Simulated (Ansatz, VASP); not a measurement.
# Two plane-wave programs on LiH

```xyz
2
Lattice="0.0000 2.0232 2.0232 2.0232 0.0000 2.0232 2.0232 2.0232 0.0000" Properties=species:S:1:pos:R:3 pbc="T T T"
Li    0.0000    0.0000    0.0000
H     2.0232    2.0232    2.0232
```

Alike in both runs: task single point; functional PBE; k mesh 10 × 10 × 10; no spin polarisation.

|  | VASP | Ansatz |
| --- | --- | --- |
| version | VASP 6.6.1 | Ansatz 0.2.0 |
| potentials or method | VASP PAW PBE potentials, release 64 (Li_sv, H) | plane waves, PAW |
| plane-wave cutoff (eV) | 750 | 420 |
| occupations | gaussian, width 0.01 eV | fixed |
| valence electrons in the cell | 4 | 4 |

```csv
,VASP,Ansatz,Ansatz less VASP
gap on the k mesh at the Fermi level (eV),3.00,3.01,+0.004
pressure (GPa),-1.2,-1.0,+0.18
```
